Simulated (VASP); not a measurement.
Wanted: the native input for a VASP 6.6.1 run.

| Quantity | Value |
| --- | --- |
| Task | single point |
| Functional | PBE |
| Potentials or basis | VASP PAW PBE potentials, release 64 (Na_pv, Al, O) |
| Cutoff | 520 eV |
| k mesh | 4 × 4 × 4 |
| Occupations | gaussian, width 0.1 eV |
| Spin | no spin polarisation |
| Dipole correction | no |
| Further INCAR settings | ALGO = Normal; EDIFF = 1e-06; NBANDS = 19 |

The structure of NaAl3O lies in POSCAR:

```
NaAl3O
1.0
    4.4049178900      0.0000000000      0.0000000000
    0.0000000000      4.4049178900      0.0000000000
    0.0000000000      0.0000000000      4.4049178900
Na Al O
1 3 1
Direct
    0.0000000000      0.0000000000      0.0000000000
    0.5000000000      0.0000000000      0.0000000000
    0.0000000000      0.5000000000      0.0000000000
    0.0000000000      0.0000000000      0.5000000000
    0.5000000000      0.5000000000      0.5000000000
```

The cell was built from a structure type or drawn by symmetry, and may not be a known phase.

The input as run:

INCAR

```
SYSTEM = NaAl3O
PREC = Accurate
ENCUT = 520
EDIFF = 1E-6
ISMEAR = 0
SIGMA = 0.1
LREAL = .False.
LASPH = .True.
NELM = 80
ALGO = Normal
ISIF = 2
LWAVE = .False.
LCHARG = .False.
GGA = PE
NBANDS = 19
```

KPOINTS

```
Automatic mesh
0
Gamma
  4 4 4
  0 0 0
```

Potentials or basis: VASP PAW PBE potentials, release 64 (Na_pv, Al, O).

The run is started by

```console
$ cat potpaw_PBE.64/Na_pv/POTCAR potpaw_PBE.64/Al/POTCAR potpaw_PBE.64/O/POTCAR > POTCAR
$ mpirun -np 1 vasp_std > vasp.out
```

It gave:

| Property | Result |
| --- | --- |
| Pressure | 21.2 GPa |
| Band gap on the k mesh | zero (bands 11 and 12 overlap by 0.60 eV) |

Caveat: the cell stands under pressure.

Run time: 9.8 s on 1 thread of Intel(R) Xeon(R) 6975P-C (Granite Rapids), on a shared host, peak memory 0.2 GiB.
